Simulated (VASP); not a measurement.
Runs of VASP 6.6.1 on TePb (l.bB). The structure is that of space group Fm-3m (No. 225), or close to it. The cells are those of the table. 

```csv
task,cell,k mesh,smearing,gap on the mesh (eV),pressure (GPa)
single point,"a = 4.512 Å, angles 60.0°, 2 atoms",10 × 10 × 10,gaussian 0.02 eV,0.55,0.1
single point,"a = 4.554 Å, angles 60.0°, 2 atoms",6 × 6 × 6,gaussian 0.1 eV,(a),-1.2
single point,"a = 4.512 Å, angles 60.0°, 2 atoms",8 × 8 × 8,gaussian 0.02 eV,0.55,0.1
relaxation of cell and atoms,"relaxed from a = 4.512 Å, angles 60.0°, 2 atoms",10 × 10 × 10,gaussian 0.02 eV,0.56,0.0
```

Alike in all rows: level LDA; potentials or basis VASP PAW LDA potentials, release 64 (Pb_d, Te); no spin polarisation; cutoff (eV) 500.

Task: Fill in the values left out.

Result: (a) 0.61.

Caveats: spin-orbit coupling is left out, which moves the levels of the heavy elements.

A k mesh can miss the band edges, and the runs leave out spin-orbit coupling on Pb, Te.
